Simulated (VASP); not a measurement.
## BN: single point with PBEsol

The system is BN, a slab with vacuum.

```xyz
24
Lattice="2.5043 0.0000 0.0000 -1.2522 7.3465 0.0000 0.0000 0.0000 27.0876" Properties=species:S:1:pos:R:3 pbc="T T T"
B     0.0000    5.6041    8.2406
B     1.2522    4.0524    9.6174
B     1.2522    7.4588    8.9842
B     0.0000    3.7099   11.7515
B     0.0000    8.1204   10.9965
B     1.2522    3.7086   13.9205
B     0.0000    0.7734   13.1671
B     0.0000    3.7081   16.0911
B     1.2522    0.7721   15.3361
B     1.2522    4.3696   18.1035
B     0.0000    0.4296   17.4703
B     0.0000    6.2244   18.8470
N     1.2522    6.3245    8.0828
N     0.0000    4.3408    8.9472
N     0.0000    7.9066    9.5666
N     1.2522    3.7265   11.0257
N     0.0000    0.7938   11.7233
N     0.0000    3.7259   13.1961
N     1.2522    0.7560   13.8915
N     1.2522    3.6882   15.3643
N     0.0000    0.7555   16.0619
N     0.0000    3.9219   17.5211
N     1.2522    0.1411   18.1404
N     1.2522    5.5039   19.0048
```

- Program: VASP 6.6.1
- Task: single point
- Functional: PBEsol
- Potentials or basis: VASP PAW PBE potentials, release 64 (B, N)
- Cutoff: 520 eV
- k mesh: 11 × 4 × 1
- Occupations: gaussian, width 0.05 eV
- Spin: no spin polarisation

| Property | Result |
| --- | --- |
| Largest force | 0.035 eV/Å |
| Band gap on the k mesh | 4.19 eV (least direct gap 4.56 eV) |

Forces on the atoms (eV/Å):
```
B   -0.001  0.000 -0.035
B    0.001 -0.019 -0.005
B    0.000  0.034 -0.008
B    0.000 -0.006 -0.002
B    0.000  0.010  0.004
B    0.001 -0.001 -0.002
B   -0.001  0.002  0.001
B    0.001 -0.009 -0.005
B   -0.001  0.006  0.003
B    0.000 -0.033  0.008
B    0.000  0.019  0.004
B    0.000 -0.001  0.034
N    0.000 -0.009 -0.013
N    0.000 -0.010 -0.004
N    0.000  0.002 -0.010
N    0.000 -0.002  0.002
N    0.000  0.001 -0.002
N    0.000 -0.001  0.001
N    0.000  0.000 -0.001
N    0.000 -0.001  0.003
N    0.000  0.002 -0.002
N    0.000 -0.002  0.010
N    0.000  0.010  0.004
N    0.000  0.008  0.013
```

Levels at points of the mesh, in eV from the valence-band top:
```
           k point  band 46  band 47  band 48  band 49  band 50  band 51
(0.00, 0.00, 0.00)    -1.20    -0.97    -0.85     4.63     4.80     5.07
(0.00, 0.50, 0.00)    -1.37    -0.75    -0.46     4.53     5.16     5.73
```

Wall time 27 min on 1 thread of Intel(R) Xeon(R) Platinum 8488C (Sapphire Rapids) (shared host), peak memory 0.81 GiB.

Caveat: the PAW data sets were made with another functional, which shifts forces and pressure a little.
